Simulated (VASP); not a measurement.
# In (P6_3/mmc) in VASP: a series of runs

In is run at these levels: BLYP; tasks: single point.

Everything below comes from runs of VASP 6.6.1. Logs are shortened: lines on timing, memory, paths and dates and some standing lists are left out, and cuts for length are marked.

### Step 1. The cell of the first run

Symmetry: P6_3/mmc, No. 194, hexagonal system. Conventional cell: a = 3.539 Å, b = 3.539 Å, c = 11.490 Å, α = 90.00°, β = 90.00°, γ = 120.00°. Within 4.6 Å of In (site symmetry -3m) lie 12 In at 3.53 to 3.54 Å. Within 4.6 Å of In (site symmetry -6m2) lie 12 In at 3.53 to 3.54 Å.

This isn't the form of In at room conditions, which is tetragonal.

### Step 2. Single point, BLYP (31.16 Å³/atom)

The input, INCAR:

```
SYSTEM = In
  PREC = Accurate
  ENCUT = 520
  EDIFF = 1E-6
  ISMEAR = -1
  SIGMA = 0.1
  LREAL = .False.
  LASPH = .True.
  NELM = 100
  ALGO = Normal
  ISIF = 2
  LWAVE = .False.
  LCHARG = .True.
  GGA = B5
  ALDAX = 1.0
  AGGAX = 1.0
  AGGAC = 1.0
  ALDAC = 0.0
  LELF = .True.
  LVHAR = .True.
  NBANDS = 34
```

The input, KPOINTS:

```
Automatic mesh
0
Gamma
  12 12 3
  0 0 0
```

The input, POSCAR:

```
In
1.0
    3.5394053551      0.0000000000      0.0000000000
   -1.7697026775      3.0652149518      0.0000000000
    0.0000000000      0.0000000000     11.4898213221
In
4
Direct
    0.0000000000      0.0000000000      1.0000000000
    0.0000000000      1.0000000000      0.5000000000
    0.3333333333      0.6666666667      0.2500000000
    0.6666666667      0.3333333333      0.7500000000
```

Potentials or basis: VASP PAW PBE potentials, release 64 (In_d).

The run is started by

```sh
> cat potpaw_PBE.64/In_d/POTCAR > POTCAR
> mpirun -np 1 vasp_std > vasp.out
```

OUTCAR:

```text
SYSTEM = In
   PREC = Accurate
   ENCUT = 520
   EDIFF = 1E-6
   ISMEAR = -1
   LREAL = .False.
   LASPH = .True.
   NELM = 100
   ISIF = 2
   GGA = B5

 ion  position               nearest neighbor table
   1  0.000  0.000  0.000-   3 3.53   4 3.53   3 3.53   4 3.53   4 3.53   3 3.53
   2  0.000  0.000  0.500-   3 3.53   4 3.53   3 3.53   4 3.53   4 3.53   3 3.53
   3  0.333  0.667  0.250-   1 3.53   2 3.53   1 3.53   2 3.53   1 3.53   2 3.53
   4  0.667  0.333  0.750-   1 3.53   2 3.53   1 3.53   2 3.53   1 3.53   2 3.53

  LATTYP: Found a hexagonal cell.
 ALAT       =     3.5394053551
 C/A-ratio  =     3.2462575403

  Lattice vectors:

 A1 = (   3.5394053551,   0.0000000000,   0.0000000000)
 A2 = (  -1.7697026775,   3.0652149518,   0.0000000000)
 A3 = (   0.0000000000,   0.0000000000,  11.4898213221)

Analysis of symmetry for initial positions (statically):
=====================================================================
 Subroutine PRICEL returns:
 Original cell was already a primitive cell.

 Routine SETGRP: Setting up the symmetry group for a
 hexagonal supercell.

 Subroutine GETGRP returns: Found 24 space group operations
 (whereof 12 operations were pure point group operations)
 out of a pool of 24 trial point group operations.

The static configuration has the point symmetry D_3d.
 The point group associated with its full space group is D_6h.

Analysis of symmetry for dynamics (positions and initial velocities):
=====================================================================
 Subroutine PRICEL returns:
 Original cell was already a primitive cell.

 Routine SETGRP: Setting up the symmetry group for a
 hexagonal supercell.

 Subroutine GETGRP returns: Found 24 space group operations
 (whereof 12 operations were pure point group operations)
 out of a pool of 24 trial point group operations.

The dynamic configuration has the point symmetry D_3d.
 The point group associated with its full space group is D_6h.

 Subroutine INISYM returns: Found 24 space group operations
 (whereof 12 operations are pure point group operations),
 and found     1 'primitive' translations

----------------------------------------------------------------------------------------

                                     Primitive cell

  volume of cell :     124.6535

  direct lattice vectors                    reciprocal lattice vectors
     3.539405355  0.000000000  0.000000000     0.282533335  0.163120697  0.000000000
    -1.769702677  3.065214952  0.000000000     0.000000000  0.326241394  0.000000000
     0.000000000  0.000000000 11.489821322     0.000000000  0.000000000  0.087033555

  length of vectors
     3.539405355  3.539405355 11.489821322     0.326241394  0.326241394  0.087033555

  position of ions in fractional coordinates (direct lattice)
     0.000000000  0.000000000  0.000000000
     0.000000000  0.000000000  0.500000000
     0.333333333  0.666666667  0.250000000
     0.666666667  0.333333333  0.750000000

  ion indices of the primitive-cell ions
   primitive index   ion index
                 1           1
                 2           2
                 3           3
                 4           4

----------------------------------------------------------------------------------------

 KPOINTS: Automatic mesh

Automatic generation of k-mesh.
 Grid dimensions read from file:
 generate k-points for:   12   12    3

 Generating k-lattice:

  Cartesian coordinates                     Fractional coordinates (reciprocal lattice)
     0.023544445  0.013593391  0.000000000     0.083333333 -0.000000000  0.000000000
     0.000000000  0.027186783  0.000000000     0.000000000  0.083333333  0.000000000
     0.000000000  0.000000000  0.029011185     0.000000000  0.000000000  0.333333333

  Length of vectors
     0.027186783  0.027186783  0.029011185

  Shift w.r.t. Gamma in fractional coordinates (k-lattice)
     0.000000000  0.000000000  0.000000000

 Subroutine IBZKPT returns following result:
 ===========================================

 Found     38 irreducible k-points:

 Following reciprocal coordinates:
            Coordinates               Weight
  0.000000  0.000000  0.000000      1.000000
  0.083333  0.000000  0.000000      6.000000
  0.166667  0.000000  0.000000      6.000000
  0.250000  0.000000  0.000000      6.000000
  0.333333  0.000000  0.000000      6.000000
  0.416667  0.000000  0.000000      6.000000
[... 16 lines left out ...]
  0.250000  0.000000  0.333333     12.000000
  0.333333  0.000000  0.333333     12.000000
 [... further k-points ...]
   k-points           NKPTS =     38   k-points in BZ     NKDIM =     38   number of bands    NBANDS=     34
   number of dos      NEDOS =    301   number of ions     NIONS =      4
   total plane-waves  NPLWV =  70560
   dimension x,y,z NGX =    28 NGY =   28 NGZ =   90
   dimension x,y,z NGXF=    56 NGYF=   56 NGZF=  180
   ions per type =               4
   NGX,Y,Z   is equivalent  to a cutoff of  13.15, 13.15, 13.02 a.u.
   NGXF,Y,Z  is equivalent  to a cutoff of  26.30, 26.30, 26.04 a.u.
 SYSTEM =  In
   PREC   = accura    normal or accurate (medium, high low for compatibility)
   ISTART =      0    job   : 0-new  1-cont  2-samecut
   ICHARG =      2    charge: 1-file 2-atom 10-const
   ISPIN  =      1    spin polarized calculation?
   LNONCOLLINEAR =      F non collinear calculations
   LSORBIT =      F    spin-orbit coupling
   LASPH  =      T    aspherical Exc in radial PAW
   ENCUT  =  520.0 eV  38.22 Ry    6.18 a.u.   6.58  6.58 21.36*2*pi/ulx,y,z
   NELM   =    100;   NELMIN=  2; NELMDL= -5     # of ELM steps
   EDIFF  = 0.1E-05   stopping-criterion for ELM
   LREAL  =      F    real-space projection
   EDIFFG = 0.1E-04   stopping-criterion for IOM
   NSW    =      0    number of steps for IOM
   IBRION =     -1    ionic relax: 0-MD 1-quasi-New 2-CG
   NFREE  =      0    steps in history (QN), initial steepest desc. (CG)
   ISIF   =      2    stress and relaxation
   ISYM   =      2    0-nonsym 1-usesym 2-fastsym
   POTIM  = 0.5000    time-step for ionic-motion
   TEBEG  =    0.0;   TEEND  =   0.0 temperature during run
   PSTRESS=    0.0 pullay stress
   NELECT =      52.0000    total number of electrons
   NUPDOWN=      -1.0000    fix difference up-down
   EMIN   =  10.00;   EMAX   =-10.00  energy-range for DOS
   EFERMI =   0.00;   METHOD = LEGACY
   ISMEAR =    -1;   SIGMA  =   0.10  broadening in eV -4-tet -1-fermi 0-gaus
   EFERMI_NEDOS =   21; number of points for ismear=-14 and -15
   IALGO  =     38    algorithm
   IMIX   =      4    mixing-type and parameters
     AMIX     =   0.40;   BMIX     =  1.00
     AMIX_MAG =   1.60;   BMIX_MAG =  1.00
  volume/ion in A,a.u.               =      31.16       210.30
  Fermi-wavevector in a.u.,A,eV,Ry     =   1.223229  2.311568 20.358251  1.496289
  Thomas-Fermi vector in A             =   2.358347
   LORBIT       =      0    0 simple, 1 ext, 2 COOP (PROOUT), +10 PAW based schemes
   GGA     = B5    functional components
   LHFCALC =     F    Hartree Fock is set to
   AEXX    =    0.0000 exact exchange contribution
   IVDW    =     0    specifies the selected vdW correction
   LEPSILON=     F    determine dielectric tensor
   LRPA    =     F    only Hartree local field effects (RPA)
 non-spin polarized calculation
  energy-cutoff  :      520.00
  volume of cell :      124.65
 maximum number of plane-waves:      3409
 NGX is ok and might be reduce to    28
   NGX = 13   NGY = 13   NGZ = 43

 number of electron      51.9999985 magnetization

 Free energy of the ion-electron system (eV)
  ---------------------------------------------------
  ext. energy  EPLUGINS =         0.00000000
  ---------------------------------------------------
  free energy    TOTEN  =        -7.48164717 eV

  energy without entropy =       -7.40181015  energy(sigma->0) =       -7.44172866

 E-fermi :   6.1243     XC(G=0):  -8.8698

 val. band max:        6.1070127841   @ k =   0.2500   0.2500   0.0000
 cond. band min:       6.1339951061   @ k =   0.2500   0.1667   0.0000
 fundamental gap:      0.0269823220
 Fermi energy:         6.1242824471

 k-point     1 :       0.0000    0.0000    0.0000
  band No.  band energies     occupation
      1      -8.4180      2.00000
      2      -8.4078      2.00000
      3      -8.4007      2.00000
      4      -8.4007      2.00000
      5      -8.3889      2.00000
      6      -8.3875      2.00000
[... 26 lines left out ...]
     33      13.9061      0.00000
     34      14.8217      0.00000

 k-point     2 :       0.0833    0.0000    0.0000
  band No.  band energies     occupation
      1      -8.4150      2.00000
      2      -8.4080      2.00000
      3      -8.3990      2.00000
      4      -8.3989      2.00000
      5      -8.3910      2.00000
      6      -8.3879      2.00000
[... 26 lines left out ...]
     33      13.5502      0.00000
     34      14.2008      0.00000

 k-point     3 :       0.1667    0.0000    0.0000
  band No.  band energies     occupation
      1      -8.4313      2.00000
      2      -8.4195      2.00000
      3      -8.4070      2.00000
      4      -8.3879      2.00000
      5      -8.3843      2.00000
      6      -8.3701      2.00000
[... 26 lines left out ...]
     33      12.8195      0.00000
     34      12.8283      0.00000

 k-point     4 :       0.2500    0.0000    0.0000
  band No.  band energies     occupation
      1      -8.4588      2.00000
      2      -8.4360      2.00000
      3      -8.4205      2.00000
      4      -8.3930      2.00000
      5      -8.3852      2.00000
      6      -8.3662      2.00000
[... 26 lines left out ...]
     33      12.0693      0.00000
     34      12.0881      0.00000

 k-point     5 :       0.3333    0.0000    0.0000
  band No.  band energies     occupation
      1      -8.4849      2.00000
      2      -8.4530      2.00000
      3      -8.4328      2.00000
      4      -8.4182      2.00000
      5      -8.3988      2.00000
      6      -8.3803      2.00000
[... 621 lines left out ...]
 k-point    22 :       0.1667    0.0000    0.3333
  band No.  band energies     occupation
      1      -8.4304      2.00000
      2      -8.4257      2.00000
      3      -8.3987      2.00000
      4      -8.3892      2.00000
      5      -8.3794      2.00000
      6      -8.3693      2.00000
[... 26 lines left out ...]
     33      12.3626      0.00000
     34      13.6266      0.00000

 k-point    23 :       0.2500    0.0000    0.3333
  band No.  band energies     occupation
      1      -8.4561      2.00000
      2      -8.4465      2.00000
      3      -8.4071      2.00000
      4      -8.3880      2.00000
      5      -8.3825      2.00000
      6      -8.3709      2.00000
[... 26 lines left out ...]
     33      12.0318      0.00000
     34      12.9352      0.00000

 k-point    24 :       0.3333    0.0000    0.3333
  band No.  band energies     occupation
      1      -8.4800      2.00000
      2      -8.4658      2.00000
      3      -8.4185      2.00000
      4      -8.4076      2.00000
      5      -8.3965      2.00000
      6      -8.3866      2.00000
[... 26 lines left out ...]
     33      11.7370      0.00000
     34      12.3949      0.00000

 [... further k-points ...]
[... 5 lines left out ...]
  --------------------------------------------------------------------------------------
  -------------------------------------------------------------------------------------
  Total       -0.0385616     -0.0385616     -0.0045027     -0.0000000      0.0000000      0.0000000
  in kB       -0.4956345     -0.4956345     -0.0578733     -0.0000000      0.0000000      0.0000000
  external PRESSURE =      -0.3497141 kB  Pullay stress =       0.0000000 kB

 VOLUME and BASIS-vectors are now :
 -----------------------------------------------------------------------------
  energy-cutoff  :      520.00
  volume of cell :      124.65
      direct lattice vectors                 reciprocal lattice vectors
     3.539405355  0.000000000  0.000000000     0.282533335  0.163120697  0.000000000
    -1.769702677  3.065214952  0.000000000     0.000000000  0.326241394  0.000000000
     0.000000000  0.000000000 11.489821322     0.000000000  0.000000000  0.087033555

 POSITION                                       TOTAL-FORCE (eV/Angst)
 -----------------------------------------------------------------------------------
      0.00000      0.00000      0.00000         0.000000      0.000000      0.000000
      0.00000      0.00000      5.74491         0.000000      0.000000      0.000000
     -0.00000      2.04348      2.87246        -0.000000      0.000000      0.000000
      1.76970      1.02174      8.61737        -0.000000     -0.000000     -0.000000
 -----------------------------------------------------------------------------------
    total drift:                                0.000000     -0.000000      0.000000

  FREE ENERGIE OF THE ION-ELECTRON SYSTEM (eV)
  ---------------------------------------------------
  free  energy   TOTEN  =        -7.4816471704 eV

  energy  without entropy=       -7.4018101452  energy(sigma->0) =       -7.44172866
```

It took 2.2 min on 1 thread of Intel Xeon 6975P-C (Granite Rapids), shared host; peak memory 0.3 GiB.

What came out:

* Free energy: -7.4816 eV
* Pressure: 0.0 GPa
* Band gap on the k mesh: zero (bands 26 and 27 overlap by 3.92 eV)

Caveat: the PAW data sets were made with another functional, which shifts forces and pressure a little; spin-orbit coupling is left out, which moves the levels of the heavy elements.

### Step 3. Single point, BLYP (32.41 Å³/atom)

This run uses another cell than the first one, of 32.41 Å³/atom.

The input, INCAR:

```
SYSTEM = In
  PREC = Accurate
  ENCUT = 520
  EDIFF = 1E-7
  ISMEAR = -1
  SIGMA = 0.1
  LREAL = .FALSE.
  LASPH = .TRUE.
  NELM = 100
  ALGO = Normal
  ISIF = 2
  LWAVE = .FALSE.
  LCHARG = .TRUE.
  GGA = B5
  ALDAX = 1.0
  AGGAX = 1.0
  AGGAC = 1.0
  ALDAC = 0.0
  LELF = .TRUE.
  LVHAR = .TRUE.
  NBANDS = 34
```

The input, KPOINTS:

```
regular mesh
0
G
  12 12 3
  0 0 0
```

The input, POSCAR:

```
In
1.0
    3.5859818195      0.0000000000      0.0000000000
   -1.7929909097      3.1055513532      0.0000000000
    0.0000000000      0.0000000000     11.6410205207
In
4
Direct
    0.0000000000      0.0000000000      1.0000000000
    0.0000000000      1.0000000000      0.5000000000
    0.3333333333      0.6666666667      0.2500000000
    0.6666666667      0.3333333333      0.7500000000
```

Potentials or basis: VASP PAW PBE potentials, release 64 (In_d).

The run is started by

```sh
> cat potpaw_PBE.64/In_d/POTCAR > POTCAR
> mpirun -np 1 vasp_std > vasp.out
```

It took 2.5 min on 1 thread of Intel Xeon 6975P-C (Granite Rapids), shared host; peak memory 0.3 GiB.

The run converged. Its results:

```
Free energy            : -7.4711 eV
Pressure               : -0.8 GPa
Band gap on the k mesh : zero (bands 26 and 27 overlap by 3.74 eV)
```

Levels at points of the mesh, in eV from the Fermi level:
| k point | band 23 | band 24 | band 25 | band 26 | band 27 | band 28 | band 29 | band 30 |
| --- | --- | --- | --- | --- | --- | --- | --- | --- |
| (0.00, 0.00, 0.00) | -7.04 | -4.27 | -2.38 | 2.68 | 2.69 | 6.73 | 6.73 | 7.43 |
| (0.50, 0.00, 0.00) | -3.69 | -3.07 | -2.20 | -1.96 | -0.08 | 0.25 | 1.45 | 2.24 |

Caveat: the PAW data sets were made with another functional, which shifts forces and pressure a little; spin-orbit coupling is left out, which moves the levels of the heavy elements.
